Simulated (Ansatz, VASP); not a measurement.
## One calculation of MoS2, two programs

Contents of INCAR:

```
ALGO = Normal
EDIFF = 1E-7
ENCUT = 520
GGA = CA
ISIF = 2
ISMEAR = 0
ISPIN = 2
LASPH = T
LCHARG = F
LDAU = T
LDAUJ = 0 0
LDAUL = 2 -1
LDAUPRINT = 1
LDAUTYPE = 2
LDAUU = 4 0
LMAXMIX = 4
LORBIT = 11
LREAL = F
LWAVE = F
MAGMOM = 0 0 0 0 0 0
NBANDS = 39
NELM = 150
PREC = Accurate
SIGMA = 0.05
```

File KPOINTS:

```
k-points
0
Gamma
  7 7 4
```

File POSCAR:

```
MoS2
1.0
    1.5814998900      0.9130793900      6.1233282100
   -1.5814998900      0.9130793900      6.1233282100
    0.0000000000     -3.6523175600     12.2466564200
Mo S
2 4
Direct
    0.0000000000      0.0000000000      0.0000000000
    0.0000000000      0.0000000000      0.5000000000
    0.7484000000      0.7484000000      0.3742000000
    0.5849000000      0.5849000000      0.2924500000
    0.7484000000      0.7484000000      0.8742000000
    0.5849000000      0.5849000000      0.7924500000
```

Input for Ansatz:

```yaml
crystal:
  lattice:
    - [1.58149989, 0.91307939, 6.12332821]
    - [-1.58149989, 0.91307939, 6.12332821]
    - [0.0, -3.65231756, 12.24665642]
  atoms:
    - { symbol: Mo, position: [0.0, 0.0, 0.0], spin: 2.0 }
    - { symbol: S, position: [0.7484, 0.7484, 0.3742] }
    - { symbol: S, position: [0.5849, 0.5849, 0.29245] }
    - { symbol: Mo, position: [0.0, 0.0, 0.5], spin: -2.0 }
    - { symbol: S, position: [0.7484, 0.7484, 0.8742] }
    - { symbol: S, position: [0.5849, 0.5849, 0.79245] }
basis:
  ecutwfc: 420
  ecutrho_ratio: 4
kpoints:
  mp_grid: { grid: [7, 7, 4] }
hamiltonian:
  xc: lda
  hubbard:
    sites:
      - { site: 0, l: d, u_eff: 4.0, starting_ns: [{ spin: up, occupation_matrix: s0up }, { spin: down, occupation_matrix: s0down }] }
      - { site: 3, l: d, u_eff: 4.0, starting_ns: [{ spin: up, occupation_matrix: s3up }, { spin: down, occupation_matrix: s3down }] }
    occupation_matrices:
      s0up:
        matrix:
          - [0.02, 0.0, 0.0, 0.0, 0.0]
          - [0.0, 0.02, 0.0, 0.0, 0.0]
          - [0.0, 0.0, 0.97, 0.0, 0.0]
          - [0.0, 0.0, 0.0, 0.97, 0.0]
          - [0.0, 0.0, 0.0, 0.0, 0.02]
      s0down:
        matrix:
          - [0.02, 0.0, 0.0, 0.0, 0.0]
          - [0.0, 0.02, 0.0, 0.0, 0.0]
          - [0.0, 0.0, 0.02, 0.0, 0.0]
          - [0.0, 0.0, 0.0, 0.02, 0.0]
          - [0.0, 0.0, 0.0, 0.0, 0.02]
      s3up:
        matrix:
          - [0.02, 0.0, 0.0, 0.0, 0.0]
          - [0.0, 0.02, 0.0, 0.0, 0.0]
          - [0.0, 0.0, 0.02, 0.0, 0.0]
          - [0.0, 0.0, 0.0, 0.02, 0.0]
          - [0.0, 0.0, 0.0, 0.0, 0.02]
      s3down:
        matrix:
          - [0.02, 0.0, 0.0, 0.0, 0.0]
          - [0.0, 0.02, 0.0, 0.0, 0.0]
          - [0.0, 0.0, 0.97, 0.0, 0.0]
          - [0.0, 0.0, 0.0, 0.97, 0.0]
          - [0.0, 0.0, 0.0, 0.0, 0.02]
    ns_hold: until_converged
scf:
  occupations: { method: gaussian, width: 0.05 }
  lower_state_search: "off"
  max_iter: 150
output:
  forces: true
  stress: true
  eigenvalues: true
  populations: true
  hubbard: { sites: [{ site: 0, l: d }, { site: 3, l: d }] }
  write_density: true
  write_potential: true
  elf: true
  volumetric_format: npy
magnetization:
  spin_polarized: true
```

Alike in both runs: task single point; functional LDA; k mesh 7 × 7 × 4; occupations gaussian, width 0.05 eV; collinear spin; Hubbard terms Mo d U = 4.0 eV.

```csv
,VASP,Ansatz
version,VASP 6.6.1,Ansatz 0.2.0
potentials or method,"VASP PAW LDA potentials, release 64 (Mo_sv, S), cutoff 520 eV","scalar-relativistic, plane waves, PAW"
valence electrons in the cell,52,52
```

```tsv
	VASP	Ansatz	Ansatz less VASP
gap on the k mesh at the Fermi level (eV)	0.80	0.72	-0.088
least direct gap on the mesh (eV)	1.50	1.52	+0.017
pressure (GPa)	4.0	1.3	-2.64
rms of the force components (eV/Å)	0.524	0.381	-0.1433
```

LDA's correlation is that of Perdew and Zunger in VASP and of Perdew and Wang (1992) in Ansatz. The programs project onto different local orbitals, so the same U acts differently, and such runs can settle in different states. Ansatz's warnings: seeded moment not kept, specified occupation not kept.
